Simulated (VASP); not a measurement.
# CuAu (P4/mmm) in VASP: single point with r2SCAN

Aim: the single point of CuAu with r2SCAN.

All numbers are computed with VASP 6.6.1; they aren't measurements. Logs are shortened: lines on timing, memory, paths and dates and some standing lists are left out, and cuts for length are marked.

## 1. The cell of the first run

The structure is tetragonal, space group P4/mmm (No. 123). Conventional cell: a = 2.864 Å, b = 2.864 Å, c = 3.543 Å, α = 90.00°, β = 90.00°, γ = 90.00°. Within 3.5 Å of Cu (site symmetry 4/mmm) lie 8 Au at 2.69 Å and 4 Cu at 2.86 Å. Au (site symmetry 4/mmm) has 8 Cu at 2.69 Å and 4 Au at 2.86 Å within 3.5 Å.

## 2. Single point, r2SCAN

The input, POSCAR:

```
CuAu
1.0
    2.8637331323      0.0000000000      0.0000000000
    0.0000000000      2.8637331323      0.0000000000
    0.0000000000      0.0000000000      3.5431771404
Cu Au
1 1
Direct
    0.5000000000      0.5000000000      0.5000000000
    0.0000000000      0.0000000000      0.0000000000
```

The input, INCAR.step1:

```
ALGO = Normal
EDIFF = 1E-4
ENCUT = 520
GGA = PE
ISMEAR = -1
LASPH = True
LCHARG = False
LREAL = False
LWAVE = True
NBANDS = 18
NELM = 100
PREC = Accurate
SIGMA = 0.1
```

The input, INCAR.step2:

```
ALGO = Normal
EDIFF = 1E-7
ENCUT = 520
ISIF = 2
ISMEAR = -1
ISTART = 1
LASPH = True
LCHARG = True
LELF = True
LMIXTAU = True
LREAL = False
LVHAR = True
LWAVE = False
METAGGA = R2SCAN
NBANDS = 18
NELM = 100
PREC = Accurate
SIGMA = 0.1
```

The input, KPOINTS:

```
k-points
0
Gamma
  14 14 12
```

Potentials or basis: VASP PAW PBE potentials, release 64 (Cu, Au).

Run with:

```bash
$ cat potpaw_PBE.64/Cu/POTCAR potpaw_PBE.64/Au/POTCAR > POTCAR
$ cp INCAR.step1 INCAR
$ mpirun -np 1 vasp_std > vasp.out
$ cp INCAR.step2 INCAR
$ mpirun -np 1 vasp_std > vasp.out
```

OUTCAR:

```text
EDIFF = 1E-7
   ENCUT = 520
   ISIF = 2
   ISMEAR = -1
   ISTART = 1
   LASPH = True
   LREAL = False
   METAGGA = R2SCAN
   NELM = 100
   PREC = Accurate

 ion  position               nearest neighbor table
   1  0.500  0.500  0.500-   2 2.69   2 2.69   2 2.69   2 2.69   2 2.69   2 2.69   2 2.69   2 2.69

   2  0.000  0.000  0.000-   1 2.69   1 2.69   1 2.69   1 2.69   1 2.69   1 2.69   1 2.69   1 2.69

  LATTYP: Found a simple tetragonal cell.
 ALAT       =     2.8637331323
 C/A-ratio  =     1.2372581441

  Lattice vectors:

 A1 = (   2.8637331323,   0.0000000000,   0.0000000000)
 A2 = (   0.0000000000,   2.8637331323,   0.0000000000)
 A3 = (   0.0000000000,   0.0000000000,   3.5431771404)

Analysis of symmetry for initial positions (statically):
=====================================================================
 Subroutine PRICEL returns:
 Original cell was already a primitive cell.

 Routine SETGRP: Setting up the symmetry group for a
 simple tetragonal supercell.

 Subroutine GETGRP returns: Found 16 space group operations
 (whereof 16 operations were pure point group operations)
 out of a pool of 16 trial point group operations.

The static configuration has the point symmetry D_4h.

Analysis of symmetry for dynamics (positions and initial velocities):
=====================================================================
 Subroutine PRICEL returns:
 Original cell was already a primitive cell.

 Routine SETGRP: Setting up the symmetry group for a
 simple tetragonal supercell.

 Subroutine GETGRP returns: Found 16 space group operations
 (whereof 16 operations were pure point group operations)
 out of a pool of 16 trial point group operations.

The dynamic configuration has the point symmetry D_4h.

 Subroutine INISYM returns: Found 16 space group operations
 (whereof 16 operations are pure point group operations),
 and found     1 'primitive' translations

----------------------------------------------------------------------------------------

                                     Primitive cell

  volume of cell :      29.0575

  direct lattice vectors                    reciprocal lattice vectors
     2.863733132  0.000000000  0.000000000     0.349194549  0.000000000  0.000000000
     0.000000000  2.863733132  0.000000000     0.000000000  0.349194549  0.000000000
     0.000000000  0.000000000  3.543177140     0.000000000  0.000000000  0.282232573

  length of vectors
     2.863733132  2.863733132  3.543177140     0.349194549  0.349194549  0.282232573

  position of ions in fractional coordinates (direct lattice)
     0.500000000  0.500000000  0.500000000
     0.000000000  0.000000000  0.000000000

  ion indices of the primitive-cell ions
   primitive index   ion index
                 1           1
                 2           2

----------------------------------------------------------------------------------------

 KPOINTS: k-points

Automatic generation of k-mesh.
 Grid dimensions read from file:
 generate k-points for:   14   14   12

 Generating k-lattice:

  Cartesian coordinates                     Fractional coordinates (reciprocal lattice)
     0.024942468  0.000000000  0.000000000     0.071428571  0.000000000  0.000000000
     0.000000000  0.024942468  0.000000000     0.000000000  0.071428571  0.000000000
     0.000000000  0.000000000  0.023519381     0.000000000  0.000000000  0.083333333

  Length of vectors
     0.024942468  0.024942468  0.023519381

  Shift w.r.t. Gamma in fractional coordinates (k-lattice)
     0.000000000  0.000000000  0.000000000

 Subroutine IBZKPT returns following result:
 ===========================================

 Found    252 irreducible k-points:

 Following reciprocal coordinates:
            Coordinates               Weight
  0.000000  0.000000  0.000000      1.000000
  0.071429  0.000000  0.000000      4.000000
  0.142857  0.000000  0.000000      4.000000
  0.214286  0.000000  0.000000      4.000000
  0.285714  0.000000  0.000000      4.000000
  0.357143  0.000000  0.000000      4.000000
[... 16 lines left out ...]
  0.285714  0.214286  0.000000      8.000000
  0.357143  0.214286  0.000000      8.000000
 [... further k-points ...]
   k-points           NKPTS =    252   k-points in BZ     NKDIM =    252   number of bands    NBANDS=     18
   number of dos      NEDOS =    301   number of ions     NIONS =      2
   total plane-waves  NPLWV =  16128
   dimension x,y,z NGX =    24 NGY =   24 NGZ =   28
   dimension x,y,z NGXF=    48 NGYF=   48 NGZF=   56
   ions per type =               1   1
   NGX,Y,Z   is equivalent  to a cutoff of  13.93, 13.93, 13.14 a.u.
   NGXF,Y,Z  is equivalent  to a cutoff of  27.87, 27.87, 26.28 a.u.
 SYSTEM =  unknown system
   PREC   = accura    normal or accurate (medium, high low for compatibility)
   ISTART =      1    job   : 0-new  1-cont  2-samecut
   ICHARG =      0    charge: 1-file 2-atom 10-const
   ISPIN  =      1    spin polarized calculation?
   LNONCOLLINEAR =      F non collinear calculations
   LSORBIT =      F    spin-orbit coupling
   LASPH  =      T    aspherical Exc in radial PAW
   ENCUT  =  520.0 eV  38.22 Ry    6.18 a.u.   5.32  5.32  6.59*2*pi/ulx,y,z
   NELM   =    100;   NELMIN=  2; NELMDL=  0     # of ELM steps
   EDIFF  = 0.1E-06   stopping-criterion for ELM
   LREAL  =      F    real-space projection
   EDIFFG = 0.1E-05   stopping-criterion for IOM
   NSW    =      0    number of steps for IOM
   IBRION =     -1    ionic relax: 0-MD 1-quasi-New 2-CG
   NFREE  =      0    steps in history (QN), initial steepest desc. (CG)
   ISIF   =      2    stress and relaxation
   ISYM   =      2    0-nonsym 1-usesym 2-fastsym
   POTIM  = 0.5000    time-step for ionic-motion
   TEBEG  =    0.0;   TEEND  =   0.0 temperature during run
   PSTRESS=    0.0 pullay stress
   NELECT =      22.0000    total number of electrons
   NUPDOWN=      -1.0000    fix difference up-down
   EMIN   =  10.00;   EMAX   =-10.00  energy-range for DOS
   EFERMI =   0.00;   METHOD = LEGACY
   ISMEAR =    -1;   SIGMA  =   0.10  broadening in eV -4-tet -1-fermi 0-gaus
   EFERMI_NEDOS =   21; number of points for ismear=-14 and -15
   IALGO  =     38    algorithm
   IMIX   =      4    mixing-type and parameters
     AMIX     =   0.40;   BMIX     =  1.00
     AMIX_MAG =   1.60;   BMIX_MAG =  1.00
  volume/ion in A,a.u.               =      14.53        98.04
  Fermi-wavevector in a.u.,A,eV,Ry     =   1.492095  2.819650 30.291287  2.226347
  Thomas-Fermi vector in A             =   2.604666
   LORBIT       =      0    0 simple, 1 ext, 2 COOP (PROOUT), +10 PAW based schemes
   METAGGA = R2SCAN    functional components
   LHFCALC =     F    Hartree Fock is set to
   AEXX    =    0.0000 exact exchange contribution
   IVDW    =     0    specifies the selected vdW correction
   LEPSILON=     F    determine dielectric tensor
   LRPA    =     F    only Hartree local field effects (RPA)
 non-spin polarized calculation
  energy-cutoff  :      520.00
  volume of cell :       29.06
 maximum number of plane-waves:       805
 NGX is ok and might be reduce to    24
   NGX = 11   NGY = 11   NGZ = 13

 number of electron      21.9999983 magnetization

 Free energy of the ion-electron system (eV)
  ---------------------------------------------------
  ext. energy  EPLUGINS =         0.00000000
  ---------------------------------------------------
  free energy    TOTEN  =       -61.55639518 eV

  energy without entropy =      -61.54094658  energy(sigma->0) =      -61.54867088

 E-fermi :   8.6134     XC(G=0): -13.6170

 val. band max:        8.5997489755   @ k =   0.0714   0.0000   0.2500
 cond. band min:       8.6256198654   @ k =   0.5000   0.2857   0.0833
 fundamental gap:      0.0258708899
 Fermi energy:         8.6134040949

 k-point     1 :       0.0000    0.0000    0.0000
  band No.  band energies     occupation
      1      -1.4440      2.00000
      2       1.8031      2.00000
      3       1.9478      2.00000
      4       4.2632      2.00000
      5       4.2632      2.00000
      6       5.1830      2.00000
[... 10 lines left out ...]
     17      25.5022      0.00000
     18      27.0368      0.00000

 k-point     2 :       0.0714    0.0000    0.0000
  band No.  band energies     occupation
      1      -1.3253      2.00000
      2       1.8628      2.00000
      3       2.0091      2.00000
      4       4.2034      2.00000
      5       4.2912      2.00000
      6       5.1376      2.00000
[... 10 lines left out ...]
     17      26.4154      0.00000
     18      27.0908      0.00000

 k-point     3 :       0.1429    0.0000    0.0000
  band No.  band energies     occupation
      1      -0.9800      2.00000
      2       1.9995      2.00000
      3       2.2243      2.00000
      4       4.0320      2.00000
      5       4.3731      2.00000
      6       5.0077      2.00000
[... 10 lines left out ...]
     17      27.0852      0.00000
     18      28.5782      0.00000

 k-point     4 :       0.2143    0.0000    0.0000
  band No.  band energies     occupation
      1      -0.4423      2.00000
      2       2.1760      2.00000
      3       2.5937      2.00000
      4       3.7774      2.00000
      5       4.5019      2.00000
      6       4.8143      2.00000
[... 375 lines left out ...]
      4       3.5709      2.00000
      5       3.9801      2.00000
      6       4.3343      2.00000
[... 10 lines left out ...]
     17      26.4268      0.00000
     18      26.6578      0.00000

 k-point    23 :       0.2857    0.2143    0.0000
  band No.  band energies     occupation
      1       1.0800      2.00000
      2       2.8042      2.00000
      3       3.2956      2.00000
      4       3.3354      2.00000
      5       3.8113      2.00000
      6       4.3254      2.00000
[... 10 lines left out ...]
     17      25.0868      0.00000
     18      25.1852      0.00000

 k-point    24 :       0.3571    0.2143    0.0000
  band No.  band energies     occupation
      1       1.6357      2.00000
      2       2.7962      2.00000
      3       3.0801      2.00000
      4       3.4178      2.00000
      5       3.7233      2.00000
      6       4.7677      2.00000
[... 10 lines left out ...]
     17      23.5994      0.00000
     18      23.9257      0.00000

 [... further k-points ...]
[... 5 lines left out ...]
  --------------------------------------------------------------------------------------
  -------------------------------------------------------------------------------------
  Total        0.0715632      0.0715632      0.0530286      0.0000000      0.0000000     -0.0000000
  in kB        3.9458665      3.9458665      2.9239034      0.0000000      0.0000000     -0.0000000
  external PRESSURE =       3.6052121 kB  Pullay stress =       0.0000000 kB

 VOLUME and BASIS-vectors are now :
 -----------------------------------------------------------------------------
  energy-cutoff  :      520.00
  volume of cell :       29.06
      direct lattice vectors                 reciprocal lattice vectors
     2.863733132  0.000000000  0.000000000     0.349194549  0.000000000  0.000000000
     0.000000000  2.863733132  0.000000000     0.000000000  0.349194549  0.000000000
     0.000000000  0.000000000  3.543177140     0.000000000  0.000000000  0.282232573

 POSITION                                       TOTAL-FORCE (eV/Angst)
 -----------------------------------------------------------------------------------
      1.43187      1.43187      1.77159         0.000000      0.000000      0.000000
      0.00000      0.00000      0.00000         0.000000      0.000000      0.000000
 -----------------------------------------------------------------------------------
    total drift:                                0.000000      0.000000     -0.000000

  FREE ENERGIE OF THE ION-ELECTRON SYSTEM (eV)
  ---------------------------------------------------
  free  energy   TOTEN  =       -61.5563951817 eV

  energy  without entropy=      -61.5409465792  energy(sigma->0) =      -61.54867088
```

Wall time 5.4 min (1 thread of AMD EPYC 9R14 (Zen 4), shared host); peak memory 0.23 GiB.

Results:

```yaml
Free_energy: -61.5564 eV
Pressure: 0.4 GPa
Band_gap_on_the_k_mesh: zero (band 11 reaches 14.19 eV, above the bottom of band 12 at 6.43 eV)
```

Caveat: the PAW data sets were made with another functional, which shifts forces and pressure a little; spin-orbit coupling is left out, which moves the levels of the heavy elements.
